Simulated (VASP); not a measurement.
Write the native input for VASP 6.6.1 that does the following.

| Property | Result |
| --- | --- |
| Task | single point |
| Functional | PBE |
| Potentials or basis | VASP PAW PBE potentials, release 64 (Ti_sv) |
| Cutoff | 520 eV |
| k mesh | 12 × 12 × 7 |
| Occupations | methfessel-paxton, width 0.3 eV |
| Spin | no spin polarisation |
| Dipole correction | no |
| Further INCAR settings | ALGO = Normal; EDIFF = 1e-06; NBANDS = 19 |

The structure of Ti lies in POSCAR:

```
Ti
1.0
    2.9390756844      0.0000000000      0.0000000000
   -1.4695378422      2.5453142064      0.0000000000
    0.0000000000      0.0000000000      4.6559893251
Ti
2
Direct
    0.3333333333      0.6666666667      0.2500000000
    0.6666666667      0.3333333333      0.7500000000
```

These files were run (other wordings do the same):

INCAR

```
SYSTEM = Ti
PREC = Accurate ; ENCUT = 520
EDIFF = 1E-6 ; ISMEAR = 1
SIGMA = 0.3 ; LREAL = .FALSE.
LASPH = .TRUE. ; NELM = 80
ALGO = Normal ; ISIF = 2
LWAVE = .FALSE. ; LCHARG = .FALSE.
GGA = PE ; NBANDS = 19
```

KPOINTS

```
regular mesh
0
G
  12 12 7
  0 0 0
```

Potentials or basis: VASP PAW PBE potentials, release 64 (Ti_sv).

Command:

```console
$ cat potpaw_PBE.64/Ti_sv/POTCAR > POTCAR
$ mpirun -np 1 vasp_std > vasp.out
```

It gave:

- Pressure: -0.5 GPa
- Band gap on the k mesh: zero (bands 12 and 13 overlap by 1.07 eV)

Caveat: so wide a smearing shifts energies and pressures.

Wall time 83 s on 1 thread of AMD EPYC 7R13 (shared host), peak memory 0.15 GiB.
